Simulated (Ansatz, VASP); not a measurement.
**CdTe in VASP and in Ansatz**

```
Cd Te
1.0
     0.00000    3.24050    3.24050
     3.24050    0.00000    3.24050
     3.24050    3.24050    0.00000
Cd Te
1 1
Direct
  0.00000 0.00000 0.00000
  0.25000 0.25000 0.25000
```

Alike in both runs: task relaxation of cell and atoms; functional PBEsol; k mesh 6 × 6 × 6; occupations gaussian, width 0.02 eV; no spin polarisation.

|  | VASP | Ansatz |
| --- | --- | --- |
| version | VASP 6.6.1 | Ansatz 0.2.0 |
| potentials or method | VASP PAW PBE potentials, release 64 (Cd, Te), cutoff 500 eV | scalar-relativistic, plane waves, PAW |
| valence electrons in the cell | 18 | 36 |

```csv
,VASP,Ansatz,Ansatz less VASP
"gap on the k mesh at the Fermi level, each at its own relaxed structure (eV)",0.64,0.64,+0.007
relaxed volume (Å³/atom),34.30,34.18,-0.124
relaxed cell length with the largest relative difference (Å),4.595,4.590,-0.0055
```

VASP's potentials were made for PBE, not for PBEsol, and Ansatz warns of the same on its side. VASP's potentials hold 18 valence electrons a cell and Ansatz's 36, so a difference there can come from the potentials and not from the codes.

Spin-orbit coupling is off throughout.
